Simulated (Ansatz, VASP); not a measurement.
**Two plane-wave programs on KF**

```
K F
1.0
     0.08859    2.78417    2.78417
     2.78417    0.08859    2.78417
     2.78417    2.78417    0.08859
K F
1 1
Direct
  0.00000 0.00000 0.00000
  0.50000 0.50000 0.50000
```

Alike in both runs: task single point; functional PBE; k mesh 8 × 8 × 8; occupations gaussian, width 0.05 eV; no spin polarisation.

|  | VASP | Ansatz |
| --- | --- | --- |
| version | VASP 6.6.1 | Ansatz 0.2.0 |
| potentials or method | VASP PAW PBE potentials, release 64 (K_sv, F), cutoff 520 eV | scalar-relativistic, plane waves, PAW |
| valence electrons in the cell | 16 | 16 |

|  | VASP | Ansatz | Ansatz less VASP |
| --- | --- | --- | --- |
| gap on the k mesh at the Fermi level (eV) | 5.76 | 5.78 | +0.014 |
| least direct gap on the mesh (eV) | 5.76 | 5.78 | +0.014 |
| pressure (GPa) | -0.9 | -0.9 | +0.01 |
| traceless stress, the component that is largest in VASP (GPa) | -0.48 | -0.49 | -0.004 |
